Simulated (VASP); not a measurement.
Here is a VASP 6.6.1 calculation.

Contents of INCAR:

```
SYSTEM = SiC
  PREC = Accurate
  ENCUT = 520
  EDIFF = 1E-8
  ISMEAR = -1
  SIGMA = 0.08
  LREAL = .FALSE.
  LASPH = .TRUE.
  NELM = 80
  ALGO = Normal
  ISIF = 2
  LWAVE = .FALSE.
  LCHARG = .FALSE.
  GGA = PE
  LEFG = .TRUE.
  NBANDS = 16
```

Contents of KPOINTS:

```
regular mesh
0
G
  15 15 8
  0 0 0
```

The input POSCAR:

```
SiC
1.0
    3.0759982064      0.0000000000      0.0000000000
   -1.5379991032      2.6638925888      0.0000000000
    0.0000000000      0.0000000000      4.9470400000
Si C
2 2
Direct
    0.3333333333      0.6666666667      0.0000000000
    0.6666666667      0.3333333333      0.5000000000
    0.3333333333      0.6666666667      0.3850000000
    0.6666666667      0.3333333333      0.8850000000
```

Potentials or basis: VASP PAW PBE potentials, release 64 (Si, C).

Command:

```console
$ cat potpaw_PBE.64/Si/POTCAR potpaw_PBE.64/C/POTCAR > POTCAR
$ mpirun -np 1 vasp_std > vasp.out
```

Problem. Estimate the band gap on the k mesh.

Solution. 2.25 eV, indirect (least direct gap 3.93 eV).

Problem. What does it give for the largest force?

Solution. 0.591 eV/Å.

Forces on the atoms (eV/Å):
```
Si   0.000  0.000  0.591
Si   0.000  0.000  0.591
C    0.000  0.000 -0.591
C    0.000  0.000 -0.591
```

Caveat: the cell differs from its parent crystal (zz strain of -2 %); without QUAD_EFG the Cq values of the log hold for a quadrupole moment of 1 mb, not for the nuclei. A k mesh can miss the band edges.
